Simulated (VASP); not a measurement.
Input of a VASP 6.6.1 run:

Contents of POSCAR:

```
Zr2N
1.0
    5.2418021952      0.0000000000      0.0000000000
    0.0000000000      5.2418021952      0.0000000000
    0.0000000000      0.0000000000      3.2075885040
Zr N
4 2
Direct
    0.2948682641      0.2948682641      0.0000000000
    0.7051317359      0.7051317359      0.0000000000
    0.7948682641      0.2051317359      0.5000000000
    0.2051317359      0.7948682641      0.5000000000
    0.0000000000      0.0000000000      0.0000000000
    0.5000000000      0.5000000000      0.5000000000
```

File INCAR.step1:

```
ALGO = Normal
EDIFF = 1E-4
ENCUT = 520
GGA = PE
ISMEAR = 0
LASPH = True
LCHARG = False
LREAL = False
LWAVE = True
NBANDS = 38
NELM = 60
PREC = Accurate
SIGMA = 0.1
```

Contents of INCAR.step2:

```
ALGO = Normal
EDIFF = 1E-7
ENCUT = 520
ISIF = 2
ISMEAR = 0
ISTART = 1
LASPH = True
LCHARG = False
LMIXTAU = True
LREAL = False
LWAVE = False
METAGGA = R2SCAN
NBANDS = 38
NELM = 60
PREC = Accurate
SIGMA = 0.1
```

The input KPOINTS:

```
k-points
0
Gamma
  8 8 10
```

Potentials or basis: VASP PAW PBE potentials, release 64 (Zr_sv, N).

The run is started by

```console
$ cat potpaw_PBE.64/Zr_sv/POTCAR potpaw_PBE.64/N/POTCAR > POTCAR
$ cp INCAR.step1 INCAR
$ mpirun -np 1 vasp_std > vasp.out
$ cp INCAR.step2 INCAR
$ mpirun -np 1 vasp_std > vasp.out
```

Question: Predict the pressure.

Answer: 21.1 GPa.

Question: Estimate the band gap on the k mesh.

Answer: Zero (bands 29 and 30 overlap by 2.87 eV).

Question: What does it give for the largest force?

Answer: 0.004 eV/Å.

Forces on the atoms (eV/Å):
```
Zr  -0.003 -0.003  0.000
Zr   0.003  0.003  0.000
Zr  -0.003  0.003  0.000
Zr   0.003 -0.003  0.000
N    0.000  0.000  0.000
N    0.000  0.000  0.000
```

Caveat: the cell stands under pressure; the PAW data sets were made with another functional, which shifts forces and pressure a little.
